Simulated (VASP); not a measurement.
Write the native input for VASP 6.6.1 that does the following.

| Quantity | Value |
| --- | --- |
| Task | single point |
| Functional | LDA |
| Potentials or basis | VASP PAW LDA potentials, release 64 (Mg, C) |
| Cutoff | 520 eV |
| k mesh | 5 × 5 × 4 |
| Occupations | methfessel-paxton, width 0.05 eV |
| Spin | no spin polarisation |
| Dipole correction | no |
| Further INCAR settings | ALGO = Normal; EDIFF = 1e-07; NBANDS = 16 |

The structure of Mg2C3 lies in POSCAR:

```
Mg2C3
1.0
    2.3811028096     -2.3165355424      0.0000000000
    2.3811028096      2.3165355424      0.0000000000
   -1.2096002273      0.0000000000      4.7644492086
Mg C
2 3
Direct
    0.1908749977      0.1908749977      0.8002328807
    0.8091250023      0.8091250023      0.1997671193
    0.7027359338      0.7027359338      0.7378350774
    0.2972640662      0.2972640662      0.2621649226
    0.5000000000      0.5000000000      0.5000000000
```

These files were run (other wordings do the same):

INCAR

```
SYSTEM = Mg2C3
  ALGO = Normal
  EDIFF = 1E-7
  ENCUT = 520
  GGA = CA
  ISIF = 2
  ISMEAR = 1
  LASPH = .TRUE.
  LCHARG = .TRUE.
  LELF = .TRUE.
  LREAL = .FALSE.
  LVHAR = .TRUE.
  LWAVE = .FALSE.
  NBANDS = 16
  NELM = 100
  PREC = Accurate
  SIGMA = 0.05
```

KPOINTS

```
k-points
0
G
  5 5 4
  0 0 0
```

Potentials or basis: VASP PAW LDA potentials, release 64 (Mg, C).

Command:

```console
$ cat potpaw_LDA.64/Mg/POTCAR potpaw_LDA.64/C/POTCAR > POTCAR
$ mpirun -np 1 vasp_std > vasp.out
```

It gave:

```yaml
Pressure: -1.3 GPa
Largest_force: 0.062 eV/Å
Band_gap_on_the_k_mesh: 1.89 eV (least direct gap 2.61 eV)
```

Wall time 39 s on 1 thread of Intel Xeon 8259CL, on a shared host, peak memory 0.17 GiB.
